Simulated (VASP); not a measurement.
# SiMo3 (Fm-3m) in VASP: further runs, part 2 of 2

VASP 6.6.1.

## 5. Relaxation of cell and atoms, PBE

This run uses another cell than the first one, of 19.23 Å³/atom, 1.292 times its volume.

File INCAR:

```
SYSTEM = SiMo3
ALGO     = Normal         ! electronic algorithm
EDIFF    = 1E-6           ! SCF threshold, eV
EDIFFG   = -0.04          ! ionic threshold
ENCUT    = 600            ! plane-wave cutoff, eV
GGA      = PE             ! functional
IBRION   = 2              ! ionic algorithm
ISIF     = 3              ! what is computed and relaxed
ISMEAR   = 0              ! smearing method
LASPH    = .TRUE.         ! aspherical terms in the spheres
LCHARG   = .FALSE.        ! write CHGCAR
LREAL    = .FALSE.        ! projectors in reciprocal space
LWAVE    = .FALSE.        ! write WAVECAR
NELM     = 80             ! most SCF steps
NSW      = 90             ! ionic steps
PREC     = Accurate       ! precision mode
SIGMA    = 0.1            ! smearing width, eV
```

File KPOINTS:

```
k-points
0
G
  4 4 4
  0 0 0
```

File POSCAR:

```
SiMo3
1.0
    0.0000000000      3.3755307100      3.3755307100
    3.3755307100      0.0000000000      3.3755307100
    3.3755307100      3.3755307100      0.0000000000
Si Mo
1 3
Direct
    0.0000000000      0.0000000000      0.0000000000
    0.7500000000      0.7500000000      0.7500000000
    0.2500000000      0.2500000000      0.2500000000
    0.5000000000      0.5000000000      0.5000000000
```

On the command line:

```
$ cat potpaw_PBE.64/Si/POTCAR potpaw_PBE.64/Mo_sv/POTCAR > POTCAR
$ mpirun -np 1 vasp_std > vasp.out
```

Wall time 1.9 min (1 thread of Intel Xeon Platinum 8259CL at 2.50GHz (Skylake/Cascade Lake), shared host); peak memory 0.25 GiB.

It converged, with:

| Item | Value |
| --- | --- |
| Free energy | -38.4107 eV |
| Relaxed volume | 14.91 Å³/atom |
| Relaxed cell | a = 4.385 Å, b = 4.385 Å, c = 4.385 Å, α = 60.00°, β = 60.00°, γ = 60.00° |
| Space group after relaxing (to 0.05 Å) | Fm-3m (No. 225) |
| Energy gained by relaxing | 588.4 meV/atom |
| Ionic steps | 5 |
| Pressure after relaxing | 0.1 GPa |
| Band gap on the k mesh | zero (band 23 reaches 13.82 eV, above the bottom of band 24 at 11.83 eV) |

The path:
```csv
step,energy change (eV),largest force (eV/Å),pressure (GPa),volume (Å³)
1,0.0000,0.0000,-34.46,76.92
2,8.0457,0.0000,234.56,39.45
3,-2.3042,0.0000,-7.48,61.70
4,-2.3450,0.0000,-3.23,60.49
5,-2.3535,0.0000,0.11,59.63
```

Final structure:
```
Si Mo
1.0
     0.00000    3.10080    3.10080
     3.10080    0.00000    3.10080
     3.10080    3.10080    0.00000
Si Mo
1 3
Cartesian
  0.0000 0.0000 0.0000
  4.6512 4.6512 4.6512
  1.5504 1.5504 1.5504
  3.1008 3.1008 3.1008
```

Levels at points of the mesh, in eV from the Fermi level:
```
           k point  band 19  band 20  band 21  band 22  band 23  band 24  band 25  band 26  band 27
(0.00, 0.00, 0.00)    -2.25    -2.25    -2.25     1.30     1.30     1.30     1.87     1.87     2.77
(0.50, 0.00, 0.00)    -3.06    -1.78    -1.78    -0.89    -0.89    -0.69     1.39     1.39     1.75
(0.50, 0.50, 0.00)    -2.77    -2.77    -2.66    -1.42     0.17     0.17     0.56     1.18     1.49
```

Caveat: the k points lie up to 0.44 Å⁻¹ apart in the final cell; the volume moved by over 15 % at a fixed basis, so the end points are rough.

## 6. Relaxation of cell and atoms, PBE

File INCAR:

```
ALGO = Normal
EDIFF = 1E-6
EDIFFG = -0.04
ENCUT = 600
GGA = PE
IBRION = 2
ISIF = 3
ISMEAR = 0
LASPH = T
LCHARG = F
LREAL = F
LWAVE = F
NELM = 60
NSW = 90
PREC = Accurate
SIGMA = 0.1
```

File KPOINTS:

```
k-points
0
Gamma
  6 6 6
```

File POSCAR:

```
SiMo3
1.0
    0.0000000000      3.0995405396      3.0995405396
    3.0995405396      0.0000000000      3.0995405396
    3.0995405396      3.0995405396      0.0000000000
Si Mo
1 3
Direct
    0.0000000000      0.0000000000      0.0000000000
    0.7500000000      0.7500000000      0.7500000000
    0.2500000000      0.2500000000      0.2500000000
    0.5000000000      0.5000000000      0.5000000000
```

Potentials or basis: VASP PAW PBE potentials, release 64 (Si, Mo_sv).

On the command line:

```
$ cat potpaw_PBE.64/Si/POTCAR potpaw_PBE.64/Mo_sv/POTCAR > POTCAR
$ mpirun -np 1 vasp_std > vasp.out
```

OUTCAR:

```text
EDIFF = 1E-6
   EDIFFG = -0.04
   ENCUT = 600
   GGA = PE
   IBRION = 2
   ISIF = 3
   ISMEAR = 0
   LASPH = T
   LREAL = F
   NELM = 60
   NSW = 90
   PREC = Accurate

 ion  position               nearest neighbor table
   1  0.000  0.000  0.000-   2 2.68   3 2.68   2 2.68   2 2.68   2 2.68   3 2.68   3 2.68   3 2.68
                             4 3.10   4 3.10   4 3.10   4 3.10   4 3.10   4 3.10
   2  0.750  0.750  0.750-   1 2.68   4 2.68   4 2.68   4 2.68   4 2.68   1 2.68   1 2.68   1 2.68
                             3 3.10   3 3.10   3 3.10   3 3.10   3 3.10   3 3.10
   3  0.250  0.250  0.250-   1 2.68   4 2.68   1 2.68   1 2.68   1 2.68   4 2.68   4 2.68   4 2.68
                             2 3.10   2 3.10   2 3.10   2 3.10   2 3.10   2 3.10
   4  0.500  0.500  0.500-   2 2.68   3 2.68   3 2.68   3 2.68   3 2.68   2 2.68   2 2.68   2 2.68
                             1 3.10   1 3.10   1 3.10   1 3.10   1 3.10   1 3.10

  LATTYP: Found a face centered cubic cell.
 ALAT       =     6.1990810792

  Lattice vectors:

 A1 = (   0.0000000000,   3.0995405396,   3.0995405396)
 A2 = (   3.0995405396,   0.0000000000,   3.0995405396)
 A3 = (   3.0995405396,   3.0995405396,   0.0000000000)

[... 173 lines left out ...]
 cond. band min:      12.3052664355   @ k =   0.3333   0.0000   0.0000
 fundamental gap:      0.1881935133
 Fermi energy:        12.3048719734

 k-point     1 :       0.0000    0.0000    0.0000
  band No.  band energies     occupation
      1     -48.8922      2.00000
      2     -48.2864      2.00000
      3     -48.2791      2.00000
      4     -23.1477      2.00000
      5     -23.1477      2.00000
      6     -23.1477      2.00000
[... 469 lines left out ...]
     26      13.4206      0.00000
     27      13.7582      0.00000

------------------------ aborting loop because EDIFF is reached ----------------------------------------

  FORCE on cell =-STRESS in cart. coord.  units (eV):
  Direction    XX          YY          ZZ          XY          YZ          ZX
  --------------------------------------------------------------------------------------
  -------------------------------------------------------------------------------------
  Total        0.0407962      0.0407962      0.0407962      0.0000000      0.0000000      0.0000000
  in kB        1.0975090      1.0975090      1.0975090      0.0000000      0.0000000      0.0000000
  external PRESSURE =       1.0975090 kB  Pullay stress =       0.0000000 kB

 VOLUME and BASIS-vectors are now :
 -----------------------------------------------------------------------------
  energy-cutoff  :      600.00
  volume of cell :       59.56
      direct lattice vectors                 reciprocal lattice vectors
     0.000000000  3.099540540  3.099540540    -0.161314231  0.161314231  0.161314231
     3.099540540  0.000000000  3.099540540     0.161314231 -0.161314231  0.161314231
     3.099540540  3.099540540  0.000000000     0.161314231  0.161314231 -0.161314231

 POSITION                                       TOTAL-FORCE (eV/Angst)
 -----------------------------------------------------------------------------------
      0.00000      0.00000      0.00000        -0.000000     -0.000000     -0.000000
      4.64931      4.64931      4.64931         0.000000      0.000000      0.000000
      1.54977      1.54977      1.54977        -0.000000     -0.000000     -0.000000
      3.09954      3.09954      3.09954        -0.000000     -0.000000     -0.000000
 -----------------------------------------------------------------------------------
    total drift:                                0.000000      0.000000      0.000000

  FREE ENERGIE OF THE ION-ELECTRON SYSTEM (eV)
  ---------------------------------------------------
  free  energy   TOTEN  =       -38.4502228234 eV

  energy  without entropy=      -38.4295120577  energy(sigma->0) =      -38.43986744

 reached required accuracy - stopping structural energy minimisation
```

OSZICAR:

```text
N       E                     dE             d eps       ncg     rms          rms(c)
DAV:   1     0.564011767265E+03    0.56401E+03   -0.30983E+04   864   0.194E+03
DAV:   2    -0.168019510655E+02   -0.58081E+03   -0.57063E+03   924   0.549E+02
DAV:   3    -0.399656823572E+02   -0.23164E+02   -0.22373E+02  1156   0.939E+01
DAV:   4    -0.403954215893E+02   -0.42974E+00   -0.42446E+00  1024   0.111E+01
DAV:   5    -0.404039651174E+02   -0.85435E-02   -0.84737E-02  1116   0.146E+00    0.271E+01
DAV:   6    -0.386259551749E+02    0.17780E+01   -0.73510E+00   985   0.182E+01    0.750E+00
DAV:   7    -0.385699031696E+02    0.56052E-01   -0.14831E+00  1091   0.857E+00    0.352E+00
DAV:   8    -0.384625397680E+02    0.10736E+00   -0.63844E-01   989   0.638E+00    0.170E+00
DAV:   9    -0.384504910929E+02    0.12049E-01   -0.68054E-02   982   0.156E+00    0.477E-01
DAV:  10    -0.384503142292E+02    0.17686E-03   -0.77580E-03  1020   0.393E-01    0.149E-01
DAV:  11    -0.384502203261E+02    0.93903E-04   -0.90108E-04   993   0.174E-01    0.605E-02
DAV:  12    -0.384502255576E+02   -0.52316E-05   -0.57663E-05  1015   0.368E-02    0.205E-02
DAV:  13    -0.384502225259E+02    0.30318E-05   -0.85451E-06  1015   0.227E-02    0.526E-03
DAV:  14    -0.384502228234E+02   -0.29754E-06   -0.19305E-07   567   0.290E-03
   1 F= -.38450223E+02 E0= -.38439867E+02  d E =-.384502E+02
```

CONTCAR:

```text
SiMo3
   1.00000000000000
     0.0000000000000000    3.0995405396000000    3.0995405396000000
     3.0995405396000000    0.0000000000000000    3.0995405396000000
     3.0995405396000000    3.0995405396000000    0.0000000000000000
  Si              Mo
     1     3
Direct
     0.0000000000000000    0.0000000000000000    0.0000000000000000
     0.7500000000000000    0.7500000000000000    0.7500000000000000
     0.2500000000000000    0.2500000000000000    0.2500000000000000
     0.5000000000000000    0.5000000000000000    0.5000000000000000

  0.00000000E+00  0.00000000E+00  0.00000000E+00
  0.00000000E+00  0.00000000E+00  0.00000000E+00
  0.00000000E+00  0.00000000E+00  0.00000000E+00
  0.00000000E+00  0.00000000E+00  0.00000000E+00
```

Run time: 31 s. Hardware: 1 thread of Intel Xeon Platinum 8259CL at 2.50GHz (Skylake/Cascade Lake), shared host; peak memory 0.2 GiB.

Results:

```
Free energy             : -38.4502 eV
Pressure after relaxing : 0.1 GPa
Band gap on the k mesh  : zero (band 23 reaches 13.81 eV, above the bottom of band 24 at 11.82 eV)
```

Final structure:
```cif
data_structure
_symmetry_space_group_name_H-M 'P 1'
_symmetry_Int_Tables_number 1
_cell_length_a 4.3834
_cell_length_b 4.3834
_cell_length_c 4.3834
_cell_angle_alpha 60.000
_cell_angle_beta 60.000
_cell_angle_gamma 60.000
_cell_volume 59.56
loop_
_atom_site_label
_atom_site_type_symbol
_atom_site_fract_x
_atom_site_fract_y
_atom_site_fract_z
_atom_site_occupancy
Si1 Si 0.00000 0.00000 0.00000 1
Mo1 Mo 0.75000 0.75000 0.75000 1
Mo2 Mo 0.25000 0.25000 0.25000 1
Mo3 Mo 0.50000 0.50000 0.50000 1
```

Caveat: the relaxation stopped at its first step, so nothing moved.

## 7. The runs side by side

```tsv
task	cell	k mesh	cutoff (eV)	gap on the mesh (eV)	pressure (GPa)
single point	a = 4.383 Å, angles 60.0°, 4 atoms	4 × 4 × 4	520	none	0.4
single point	a = 4.774 Å, angles 60.0°, 4 atoms	4 × 4 × 4	520	none	-34.4
single point	a = 4.383 Å, angles 60.0°, 4 atoms	6 × 6 × 6	520	none	0.2
relaxation of cell and atoms	relaxed from a = 4.774 Å, angles 60.0°, 4 atoms	4 × 4 × 4	600	none	0.1
relaxation of cell and atoms	relaxed from a = 4.383 Å, angles 60.0°, 4 atoms	6 × 6 × 6	600	none	0.1
```

Alike in all rows: level PBE; potentials or basis VASP PAW PBE potentials, release 64 (Si, Mo_sv); no spin polarisation; smearing gaussian 0.1 eV.

Caveats: some runs use coarse meshes; the volume moved by over 15 % at a fixed basis, so the end points are rough (some runs); the relaxation stopped at its first step, so nothing moved (some runs).

Absolute energies hang on the potentials; compare differences alone.
